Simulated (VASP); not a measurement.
# Si4BW (I4/mmm) in VASP: further runs

Si4BW is run at these levels: PBE; tasks: single point.

Program: VASP 6.6.1. These are calculated values, not measurements. Logs are shortened: lines on timing, memory, paths and dates and some standing lists are left out, and cuts for length are marked.

**1. The cell of the first run**

It takes space group I4/mmm (No. 139, tetragonal). Conventional cell: a = 5.535 Å, b = 5.535 Å, c = 5.362 Å, α = 90.00°, β = 90.00°, γ = 90.00°. Si (site symmetry m2m) has 1 B at 1.64 Å within 2.2 Å. B (site symmetry 4/mmm) has 4 Si at 1.64 Å within 2.2 Å. W (site symmetry 4/mmm) has 2 B at 2.68 Å and 16 Si at 2.99 to 3.14 Å within 3.5 Å.

**2. Single point, PBE**

The input, INCAR:

```
SYSTEM = Si4BW
PREC = Accurate
ENCUT = 520
EDIFF = 1E-6
ISMEAR = 0
SIGMA = 0.1
LREAL = .FALSE.
LASPH = .TRUE.
NELM = 80
ALGO = Normal
ISIF = 2
LWAVE = .FALSE.
LCHARG = .FALSE.
GGA = PE
NBANDS = 26
```

The input, KPOINTS:

```
regular mesh
0
G
  4 4 4
  0 0 0
```

The input, POSCAR:

```
Si4BW
1.0
   -2.7674593400      2.7674593400      2.6810913900
    2.7674593400     -2.7674593400      2.6810913900
    2.7674593400      2.7674593400     -2.6810913900
Si B W
4 1 1
Direct
    0.0000000000      0.2956176300      0.2956176300
    0.0000000000      0.7043823700      0.7043823700
    0.2956176300      0.0000000000      0.2956176300
    0.7043823700      0.0000000000      0.7043823700
    0.0000000000      0.0000000000      0.0000000000
    0.5000000000      0.5000000000      0.0000000000
```

Potentials or basis: VASP PAW PBE potentials, release 64 (Si, B, W_sv).

Run with:

```
$ cat potpaw_PBE.64/Si/POTCAR potpaw_PBE.64/B/POTCAR potpaw_PBE.64/W_sv/POTCAR > POTCAR
$ mpirun -np 1 vasp_std > vasp.out
```

OUTCAR:

```text
SYSTEM = Si4BW
   PREC = Accurate
   ENCUT = 520
   EDIFF = 1E-6
   ISMEAR = 0
   LREAL = .FALSE.
   LASPH = .TRUE.
   NELM = 80
   ISIF = 2
   GGA = PE

 ion  position               nearest neighbor table
   1  0.000  0.296  0.296-   5 1.64   2 2.26   3 2.31   4 2.31   6 2.99   6 2.99   3 3.12   4 3.12
                             3 3.12   4 3.12   6 3.14   6 3.14
   2  0.000  0.704  0.704-   5 1.64   1 2.26   4 2.31   3 2.31   6 2.99   6 2.99   4 3.12   4 3.12
                             3 3.12   3 3.12   6 3.14   6 3.14
   3  0.296  0.000  0.296-   5 1.64   4 2.26   1 2.31   2 2.31   6 2.99   6 2.99   1 3.12   2 3.12
                             1 3.12   2 3.12   6 3.14   6 3.14
   4  0.704  0.000  0.704-   5 1.64   3 2.26   1 2.31   2 2.31   6 2.99   6 2.99   1 3.12   2 3.12
                             2 3.12   1 3.12   6 3.14   6 3.14
   5  0.000  0.000  0.000-   1 1.64   2 1.64   3 1.64   4 1.64   6 2.68   6 2.68
   6  0.500  0.500  0.000-   5 2.68   5 2.68   1 2.99   3 2.99   2 2.99   4 2.99   3 2.99   2 2.99
                             1 2.99   4 2.99   2 3.14   1 3.14   1 3.14   4 3.14   3 3.14   2 3.14

  LATTYP: Found a body centered tetragonal cell.
 ALAT       =     5.5349186800
 C/A-ratio  =     0.9687916101

  Lattice vectors:

 A1 = (  -2.7674593400,   2.7674593400,   2.6810913900)
 A2 = (   2.7674593400,  -2.7674593400,   2.6810913900)
 A3 = (   2.7674593400,   2.7674593400,  -2.6810913900)

Analysis of symmetry for initial positions (statically):
=====================================================================
 Subroutine PRICEL returns:
 Original cell was already a primitive cell.

 Routine SETGRP: Setting up the symmetry group for a
 body centered tetragonal supercell.

 Subroutine GETGRP returns: Found 16 space group operations
 (whereof 16 operations were pure point group operations)
 out of a pool of 16 trial point group operations.

The static configuration has the point symmetry D_4h.

Analysis of symmetry for dynamics (positions and initial velocities):
=====================================================================
 Subroutine PRICEL returns:
 Original cell was already a primitive cell.

 Routine SETGRP: Setting up the symmetry group for a
 body centered tetragonal supercell.

 Subroutine GETGRP returns: Found 16 space group operations
 (whereof 16 operations were pure point group operations)
 out of a pool of 16 trial point group operations.

The dynamic configuration has the point symmetry D_4h.

 Subroutine INISYM returns: Found 16 space group operations
 (whereof 16 operations are pure point group operations),
 and found     1 'primitive' translations

----------------------------------------------------------------------------------------

                                     Primitive cell

  volume of cell :      82.1361

  direct lattice vectors                    reciprocal lattice vectors
    -2.767459340  2.767459340  2.681091390     0.000000000  0.180671128  0.186491218
     2.767459340 -2.767459340  2.681091390     0.180671128  0.000000000  0.186491218
     2.767459340  2.767459340 -2.681091390     0.180671128  0.180671128  0.000000000

  length of vectors
     4.744039780  4.744039780  4.744039780     0.259655601  0.259655601  0.255507559

  position of ions in fractional coordinates (direct lattice)
     0.000000000  0.295617630  0.295617630
     0.000000000  0.704382370  0.704382370
     0.295617630  0.000000000  0.295617630
     0.704382370  0.000000000  0.704382370
     0.000000000  0.000000000  0.000000000
     0.500000000  0.500000000  0.000000000

  ion indices of the primitive-cell ions
   primitive index   ion index
                 1           1
                 2           2
                 3           3
                 4           4
                 5           5
                 6           6

----------------------------------------------------------------------------------------

 KPOINTS: regular mesh

Automatic generation of k-mesh.
 Grid dimensions read from file:
 generate k-points for:    4    4    4

 Generating k-lattice:

  Cartesian coordinates                     Fractional coordinates (reciprocal lattice)
     0.000000000  0.045167782  0.046622805     0.250000000  0.000000000 -0.000000000
     0.045167782  0.000000000  0.046622805     0.000000000  0.250000000 -0.000000000
     0.045167782  0.045167782  0.000000000     0.000000000  0.000000000  0.250000000

  Length of vectors
     0.064913900  0.064913900  0.063876890

  Shift w.r.t. Gamma in fractional coordinates (k-lattice)
     0.000000000  0.000000000  0.000000000

 Subroutine IBZKPT returns following result:
 ===========================================

 Found     13 irreducible k-points:

 Following reciprocal coordinates:
            Coordinates               Weight
  0.000000  0.000000  0.000000      1.000000
  0.250000  0.000000  0.000000      8.000000
  0.500000  0.000000  0.000000      4.000000
  0.250000  0.250000  0.000000      8.000000
  0.500000  0.250000  0.000000     16.000000
 -0.250000  0.250000  0.000000      4.000000
  0.500000  0.500000  0.000000      2.000000
  0.250000  0.250000  0.250000      2.000000
 -0.250000  0.250000  0.250000      4.000000
  0.500000  0.500000  0.250000      4.000000
 -0.250000  0.500000  0.250000      8.000000
 -0.250000 -0.250000  0.250000      2.000000
  0.500000  0.500000  0.500000      1.000000
   k-points           NKPTS =     13   k-points in BZ     NKDIM =     13   number of bands    NBANDS=     26
   number of dos      NEDOS =    301   number of ions     NIONS =      6
   total plane-waves  NPLWV =  46656
   dimension x,y,z NGX =    36 NGY =   36 NGZ =   36
   dimension x,y,z NGXF=    72 NGYF=   72 NGZF=   72
   ions per type =               4   1   1
   NGX,Y,Z   is equivalent  to a cutoff of  12.62, 12.62, 12.62 a.u.
   NGXF,Y,Z  is equivalent  to a cutoff of  25.23, 25.23, 25.23 a.u.
 SYSTEM =  Si4BW
   PREC   = accura    normal or accurate (medium, high low for compatibility)
   ISTART =      0    job   : 0-new  1-cont  2-samecut
   ICHARG =      2    charge: 1-file 2-atom 10-const
   ISPIN  =      1    spin polarized calculation?
   LNONCOLLINEAR =      F non collinear calculations
   LSORBIT =      F    spin-orbit coupling
   LASPH  =      T    aspherical Exc in radial PAW
   ENCUT  =  520.0 eV  38.22 Ry    6.18 a.u.   8.82  8.82  8.82*2*pi/ulx,y,z
   NELM   =     80;   NELMIN=  2; NELMDL= -5     # of ELM steps
   EDIFF  = 0.1E-05   stopping-criterion for ELM
   LREAL  =      F    real-space projection
   EDIFFG = 0.1E-04   stopping-criterion for IOM
   NSW    =      0    number of steps for IOM
   IBRION =     -1    ionic relax: 0-MD 1-quasi-New 2-CG
   NFREE  =      0    steps in history (QN), initial steepest desc. (CG)
   ISIF   =      2    stress and relaxation
   ISYM   =      2    0-nonsym 1-usesym 2-fastsym
   POTIM  = 0.5000    time-step for ionic-motion
   TEBEG  =    0.0;   TEEND  =   0.0 temperature during run
   PSTRESS=    0.0 pullay stress
   NELECT =      33.0000    total number of electrons
   NUPDOWN=      -1.0000    fix difference up-down
   EMIN   =  10.00;   EMAX   =-10.00  energy-range for DOS
   EFERMI =   0.00;   METHOD = LEGACY
   ISMEAR =     0;   SIGMA  =   0.10  broadening in eV -4-tet -1-fermi 0-gaus
   EFERMI_NEDOS =   21; number of points for ismear=-14 and -15
   IALGO  =     38    algorithm
   IMIX   =      4    mixing-type and parameters
     AMIX     =   0.40;   BMIX     =  1.00
     AMIX_MAG =   1.60;   BMIX_MAG =  1.00
  volume/ion in A,a.u.               =      13.69        92.38
  Fermi-wavevector in a.u.,A,eV,Ry     =   1.208003  2.282795 19.854599  1.459272
  Thomas-Fermi vector in A             =   2.343624
   LORBIT       =      0    0 simple, 1 ext, 2 COOP (PROOUT), +10 PAW based schemes
   GGA     = PE    functional components
   LHFCALC =     F    Hartree Fock is set to
   AEXX    =    0.0000 exact exchange contribution
   IVDW    =     0    specifies the selected vdW correction
   LEPSILON=     F    determine dielectric tensor
   LRPA    =     F    only Hartree local field effects (RPA)
 non-spin polarized calculation
 Gauss-broadening in eV      SIGMA  =   0.10
  energy-cutoff  :      520.00
  volume of cell :       82.14
 maximum number of plane-waves:      2228
   NGX = 17   NGY = 17   NGZ = 17

 number of electron      33.0000000 magnetization

 Free energy of the ion-electron system (eV)
  ---------------------------------------------------
  ext. energy  EPLUGINS =         0.00000000
  ---------------------------------------------------
  free energy    TOTEN  =       -30.12300211 eV

  energy without entropy =      -30.08961062  energy(sigma->0) =      -30.10630636

 E-fermi :   9.9171     XC(G=0): -11.4882

 val. band max:        9.8872551077   @ k =   0.5000   0.2500   0.0000
 cond. band min:       9.9220892878   @ k =   0.5000   0.5000   0.0000
 fundamental gap:      0.0348341801
 Fermi energy:         9.9170620083

 k-point     1 :       0.0000    0.0000    0.0000
  band No.  band energies     occupation
      1     -64.8113      2.00000
      2     -28.9643      2.00000
      3     -28.9399      2.00000
      4     -28.9399      2.00000
      5      -5.5080      2.00000
      6       0.3495      2.00000
[... 18 lines left out ...]
     25      16.0633      0.00000
     26      16.1176      0.00000

 k-point     2 :       0.2500    0.0000    0.0000
  band No.  band energies     occupation
      1     -64.8114      2.00000
      2     -28.9649      2.00000
      3     -28.9406      2.00000
      4     -28.9404      2.00000
      5      -5.1091      2.00000
      6      -0.8984      2.00000
[... 18 lines left out ...]
     25      14.3939      0.00000
     26      16.0745      0.00000

 k-point     3 :       0.5000    0.0000    0.0000
  band No.  band energies     occupation
      1     -64.8114      2.00000
      2     -28.9656      2.00000
      3     -28.9411      2.00000
      4     -28.9409      2.00000
      5      -4.5416      2.00000
      6      -1.8448      2.00000
[... 18 lines left out ...]
     25      15.1433      0.00000
     26      15.2209      0.00000

 k-point     4 :       0.2500    0.2500    0.0000
  band No.  band energies     occupation
      1     -64.8114      2.00000
      2     -28.9656      2.00000
      3     -28.9410      2.00000
      4     -28.9410      2.00000
      5      -4.5784      2.00000
      6      -1.1931      2.00000
[... 18 lines left out ...]
     25      15.1967      0.00000
     26      15.8279      0.00000

 k-point     5 :       0.5000    0.2500    0.0000
  band No.  band energies     occupation
      1     -64.8114      2.00000
      2     -28.9654      2.00000
      3     -28.9418      2.00000
      4     -28.9405      2.00000
      5      -4.5662      2.00000
      6      -1.8784      2.00000
[... 18 lines left out ...]
     25      14.7629      0.00000
     26      15.6236      0.00000

 k-point     6 :      -0.2500    0.2500    0.0000
  band No.  band energies     occupation
      1     -64.8114      2.00000
      2     -28.9647      2.00000
      3     -28.9412      2.00000
      4     -28.9399      2.00000
      5      -5.1123      2.00000
      6      -1.3206      2.00000
[... 108 lines left out ...]
 k-point    10 :       0.5000    0.5000    0.2500
  band No.  band energies     occupation
      1     -64.8113      2.00000
      2     -28.9656      2.00000
      3     -28.9423      2.00000
      4     -28.9409      2.00000
      5      -4.4152      2.00000
      6      -1.8955      2.00000
[... 18 lines left out ...]
     25      15.1151      0.00000
     26      15.4367      0.00000

 k-point    11 :      -0.2500    0.5000    0.2500
  band No.  band energies     occupation
      1     -64.8114      2.00000
      2     -28.9658      2.00000
      3     -28.9416      2.00000
      4     -28.9414      2.00000
      5      -4.4349      2.00000
      6      -1.4851      2.00000
[... 18 lines left out ...]
     25      14.8024      0.00000
     26      15.7649      0.00000

 k-point    12 :      -0.2500   -0.2500    0.2500
  band No.  band energies     occupation
      1     -64.8114      2.00000
      2     -28.9655      2.00000
      3     -28.9409      2.00000
      4     -28.9409      2.00000
      5      -4.8159      2.00000
      6      -0.2900      2.00000
[... 18 lines left out ...]
     25      14.0968      0.00000
     26      15.7769      0.00000

 k-point    13 :       0.5000    0.5000    0.5000
  band No.  band energies     occupation
      1     -64.8113      2.00000
      2     -28.9661      2.00000
      3     -28.9420      2.00000
      4     -28.9420      2.00000
      5      -4.3310      2.00000
      6      -0.7096      2.00000
[... 18 lines left out ...]
     25      13.7102      0.00000
     26      15.6218      0.00000

------------------------ aborting loop because EDIFF is reached ----------------------------------------

  FORCE on cell =-STRESS in cart. coord.  units (eV):
  Direction    XX          YY          ZZ          XY          YZ          ZX
  --------------------------------------------------------------------------------------
  -------------------------------------------------------------------------------------
  Total       27.0086630     27.0086630     -9.8263336      0.0000000      0.0000000      0.0000000
  in kB      526.8409954    526.8409954   -191.6761065      0.0000000      0.0000000      0.0000000
  external PRESSURE =     287.3352948 kB  Pullay stress =       0.0000000 kB

 VOLUME and BASIS-vectors are now :
 -----------------------------------------------------------------------------
  energy-cutoff  :      520.00
  volume of cell :       82.14
      direct lattice vectors                 reciprocal lattice vectors
    -2.767459340  2.767459340  2.681091390     0.000000000  0.180671128  0.186491218
     2.767459340 -2.767459340  2.681091390     0.180671128  0.000000000  0.186491218
     2.767459340  2.767459340 -2.681091390     0.180671128  0.180671128  0.000000000

 POSITION                                       TOTAL-FORCE (eV/Angst)
 -----------------------------------------------------------------------------------
      1.63622      0.00000      0.00000         9.141558     -0.000000      0.000000
      3.89870      0.00000      0.00000        -9.141558     -0.000000     -0.000000
      0.00000      1.63622      0.00000         0.000000      9.141558      0.000000
      0.00000      3.89870      0.00000         0.000000     -9.141558     -0.000000
      0.00000      0.00000      0.00000         0.000000     -0.000000      0.000000
      0.00000      0.00000      2.68109         0.000000     -0.000000     -0.000000
 -----------------------------------------------------------------------------------
    total drift:                                0.000000     -0.000000      0.000000

  FREE ENERGIE OF THE ION-ELECTRON SYSTEM (eV)
  ---------------------------------------------------
  free  energy   TOTEN  =       -30.1230021078 eV

  energy  without entropy=      -30.0896106198  energy(sigma->0) =      -30.10630636
```

Run time: 29 s. Hardware: 1 thread of Intel Xeon Platinum 8488C (Sapphire Rapids), shared host; peak memory 0.21 GiB.

Results:

* Free energy: -30.1230 eV
* Pressure: 28.7 GPa
* Largest force: 9.142 eV/Å

Forces on the atoms (eV/Å):
```
Si   9.142  0.000  0.000
Si  -9.142  0.000  0.000
Si   0.000  9.142  0.000
Si   0.000 -9.142  0.000
B    0.000  0.000  0.000
W    0.000  0.000  0.000
```

Caveat: the k points lie up to 0.41 Å⁻¹ apart; spin-orbit coupling is left out, which moves the levels of the heavy elements; forces of over 1 eV/Å act on the atoms, so gaps and moduli don't describe the material at rest.

**3. Single point, PBE**

This run uses another cell than the first one, of 15.03 Å³/atom, 1.098 times its volume.

The input, INCAR:

```
ALGO = Normal
EDIFF = 1E-6
ENCUT = 520
GGA = PE
ISIF = 2
ISMEAR = 0
LASPH = True
LCHARG = True
LELF = True
LREAL = False
LVHAR = True
LWAVE = False
NBANDS = 26
NELM = 80
PREC = Accurate
SIGMA = 0.1
```

The input, KPOINTS:

```
k-points
0
Gamma
  4 4 4
```

The input, POSCAR:

```
Si4BW
1.0
   -3.2955170407      3.2955170407      2.0753796776
    3.2955170407     -3.2955170407      2.0753796776
    3.2955170407      3.2955170407     -2.0753796776
Si B W
4 1 1
Direct
    0.0000000000      0.3058880245      0.3058880245
    0.0000000000      0.6941119755      0.6941119755
    0.3058880245      0.0000000000      0.3058880245
    0.6941119755      0.0000000000      0.6941119755
    0.0000000000      0.0000000000      0.0000000000
    0.5000000000      0.5000000000      0.0000000000
```

Potentials or basis: VASP PAW PBE potentials, release 64 (Si, B, W_sv).

Run with:

```
$ cat potpaw_PBE.64/Si/POTCAR potpaw_PBE.64/B/POTCAR potpaw_PBE.64/W_sv/POTCAR > POTCAR
$ mpirun -np 1 vasp_std > vasp.out
```

Run time: 44 s. Hardware: 1 thread of Intel Xeon Platinum 8488C (Sapphire Rapids), shared host; peak memory 0.25 GiB.

It converged, with:

- Free energy: -36.0477 eV
- Pressure: 0.0 GPa
- Largest force: 0.010 eV/Å

Forces in eV/Å, atoms in the order of the input:
```
Si   0.010  0.000  0.000
Si  -0.010  0.000  0.000
Si   0.000  0.010  0.000
Si   0.000 -0.010  0.000
B    0.000  0.000  0.000
W    0.000  0.000  0.000
```

Stress tensor (GPa, compression positive):
```
-0.03  0.00  0.00
 0.00 -0.03  0.00
 0.00  0.00  0.13
```

Levels at points of the mesh, in eV from the Fermi level:
```
           k point  band 13  band 14  band 15  band 16  band 17  band 18  band 19  band 20
(0.00, 0.00, 0.00)    -2.86    -2.51    -2.51    -2.00    -1.87    -1.59     2.01     2.60
(0.50, 0.00, 0.00)    -3.49    -1.72    -0.70     0.01     0.26     1.34     2.01     2.07
(0.50, 0.50, 0.00)    -2.07    -1.71    -0.91    -0.26     0.01     0.25     0.93     1.89
(0.50, 0.50, 0.50)    -1.52    -1.52    -1.51    -0.75    -0.25     0.32     1.34     2.48
```

Caveat: the k points lie up to 0.45 Å⁻¹ apart; spin-orbit coupling is left out, which moves the levels of the heavy elements.
